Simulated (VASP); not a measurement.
Wanted: the native input for a VASP 6.6.1 run.

```
Task                   : single point
Functional             : LDA
Potentials or basis    : VASP PAW LDA potentials, release 64 (Cu, N)
Cutoff                 : 520 eV
k mesh                 : 8 × 8 × 1
Occupations            : gaussian, width 0.1 eV
Spin                   : no spin polarisation
Dipole correction      : yes
Further INCAR settings : ALGO = Normal; EDIFF = 1e-06; NBANDS = 68; NELMDL = -8
```

The structure of Cu10N lies in POSCAR:

```
Cu10N
1.0
    3.5186379850      0.0000000000      0.0000000000
    0.0000000000      3.5186379850      0.0000000000
    0.0000000000      0.0000000000     26.0372759700
Cu N
10 1
Direct
    0.0000000000      0.5000000000      0.3264550412
    0.5000000000      0.0000000000      0.3264550412
    0.5000000000      0.5000000000      0.3940242828
    0.0000000000      0.0000000000      0.3940242828
    0.0000000000      0.5000000000      0.4616692634
    0.5000000000      0.0000000000      0.4616692634
    0.5000000000      0.5000000000      0.5293490040
    0.0000000000      0.0000000000      0.5299407921
    0.0000000000      0.5000000000      0.6025051251
    0.5000000000      0.0000000000      0.6025051251
    0.5000000000      0.5000000000      0.6101843534
```

One way to write it, as run:

INCAR

```
SYSTEM = Cu10N
PREC = Accurate
ENCUT = 520
EDIFF = 1E-6
ISMEAR = 0
SIGMA = 0.1
LREAL = .False.
LASPH = .True.
NELM = 120
ALGO = Normal
ISIF = 2
LWAVE = .False.
LCHARG = .True.
LDIPOL = .True.
IDIPOL = 3
DIPOL = 0.5 0.5 0.476
LELF = .True.
LVHAR = .True.
LVACPOTAV = .True.
NBANDS = 68
GGA_COMPAT = .False.
NELMDL = -8
```

KPOINTS

```
Automatic mesh
0
Gamma
  8 8 1
  0 0 0
```

Potentials or basis: VASP PAW LDA potentials, release 64 (Cu, N).

Command:

```console
$ cat potpaw_LDA.64/Cu/POTCAR potpaw_LDA.64/N/POTCAR > POTCAR
$ mpirun -np 1 vasp_std > vasp.out
```

Results of the run:

```yaml
Largest_force: 0.325 eV/Å
Band_gap_on_the_k_mesh: zero (an odd number of electrons rules out a gap without spin polarisation)
```

It took 7.6 min on 1 thread of Intel(R) Xeon(R) 6975P-C (Granite Rapids), with other jobs on the host, peak memory 0.44 GiB.
